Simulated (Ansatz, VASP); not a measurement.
## Two plane-wave programs on Hf2O

The input INCAR:

```
PREC = Accurate ; ENCUT = 520
EDIFF = 1E-6 ; ISMEAR = 0
SIGMA = 0.1 ; LREAL = F
LASPH = T ; NELM = 60
ALGO = Normal ; ISIF = 2
LWAVE = F ; LCHARG = F
GGA = PE ; NBANDS = 35
```

File KPOINTS:

```
regular mesh
0
Gamma
  6 6 6
```

File POSCAR:

```
Hf2O
1.0
   -1.8938490019      1.8938490019      6.5848661613
    1.8938490019     -1.8938490019      6.5848661613
    1.8938490019      1.8938490019     -6.5848661613
Hf O
4 2
Direct
    0.4165000000      0.4165000000      0.0000000000
    0.1665000000      0.6665000000      0.5000000000
    0.3335000000      0.8335000000      0.5000000000
    0.5835000000      0.5835000000      0.0000000000
    0.0000000000      0.0000000000      0.0000000000
    0.7500000000      0.2500000000      0.5000000000
```

Input for Ansatz:

```yaml
crystal:
  lattice:
    - [-1.8938490019, 1.8938490019, 6.5848661613]
    - [1.8938490019, -1.8938490019, 6.5848661613]
    - [1.8938490019, 1.8938490019, -6.5848661613]
  atoms:
    - { symbol: Hf, position: [0.4165, 0.4165, 0.0] }
    - { symbol: Hf, position: [0.1665, 0.6665, 0.5] }
    - { symbol: Hf, position: [0.3335, 0.8335, 0.5] }
    - { symbol: Hf, position: [0.5835, 0.5835, 0.0] }
    - { symbol: O, position: [0.0, 0.0, 0.0] }
    - { symbol: O, position: [0.75, 0.25, 0.5] }
basis:
  ecutwfc: 420
kpoints:
  mp_grid: { grid: [6, 6, 6] }
hamiltonian:
  xc: pbe
scf:
  occupations: { method: gaussian, width: 0.1 }
  lower_state_search: "off"
output:
  forces: true
  stress: true
  eigenvalues: true
```

Alike in both runs: task single point; functional PBE; k mesh 6 × 6 × 6; occupations gaussian, width 0.1 eV; no spin polarisation.

|  | VASP | Ansatz |
| --- | --- | --- |
| version | VASP 6.6.1 | Ansatz 0.2.0 |
| potentials or method | VASP PAW PBE potentials, release 64 (Hf_pv, O), cutoff 520 eV | scalar-relativistic, plane waves, PAW |
| valence electrons in the cell | 52 | 116 |

Ansatz gave:

- gap on the k mesh at the Fermi level (eV): none
- rms of the force components (eV/Å): 0.095

Problem. What did VASP give for the same quantities?

Solution. gap on the k mesh at the Fermi level (eV): none; rms of the force components (eV/Å): 0.106.

Atom by atom the forces differ by 0.011 eV/Å (rms over components). A gap of «none» marks a metal or a gap that the smearing closes. With one functional, cell and mesh, what is left measures potentials, basis and numerics. VASP's potentials hold 52 valence electrons a cell and Ansatz's 116, so a difference there can come from the potentials and not from the codes.

The k mesh is coarse, so the values compare programs but aren't converged. Spin-orbit coupling is off throughout.
